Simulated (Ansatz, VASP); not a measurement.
One calculation of LiY3, two programs

```
Li Y
1.0
     3.05359    1.76299    5.77893
    -3.05359    1.76299    5.77893
     0.00000   -3.52598    5.77893
Li Y
2 6
Direct
  0.83323 0.83323 0.83323
  0.16677 0.16677 0.16677
  0.76869 0.06912 0.41867
  0.93088 0.58133 0.23131
  0.58133 0.23131 0.93088
  0.23131 0.93088 0.58133
  0.41867 0.76869 0.06912
  0.06912 0.41867 0.76869
```

Change from the starting cell: species swapped into the YI3 type (R-3, No. 148).

Alike in both runs: task relaxation of cell and atoms; functional PBE; k mesh 3 × 3 × 3; occupations gaussian, width 0.1 eV; no spin polarisation.

```csv
,VASP,Ansatz
version,VASP 6.6.1,Ansatz 0.2.0
potentials or method,"VASP PAW PBE potentials, release 64 (Li_sv, Y_sv), cutoff 600 eV","scalar-relativistic, plane waves, PAW"
valence electrons in the cell,72,72
```

```tsv
	VASP	Ansatz	Ansatz less VASP
gap on the k mesh at the Fermi level, each at its own relaxed structure (eV)	none	none	-
relaxed volume (Å³/atom)	32.01	33.30	+1.292
relaxed length of the cell vector where the two differ most in proportion (Å)	8.597	8.902	+0.3047
```

A gap of «none» marks a metal or a gap that the smearing closes.

The k mesh is coarse, so the values compare programs but aren't converged. Noted on VASP's run: the cutoff is under 1.25 times that of the potentials, so the pressure is a little rough; the volume moved by over 15 % at a fixed basis, so the end points are rough.
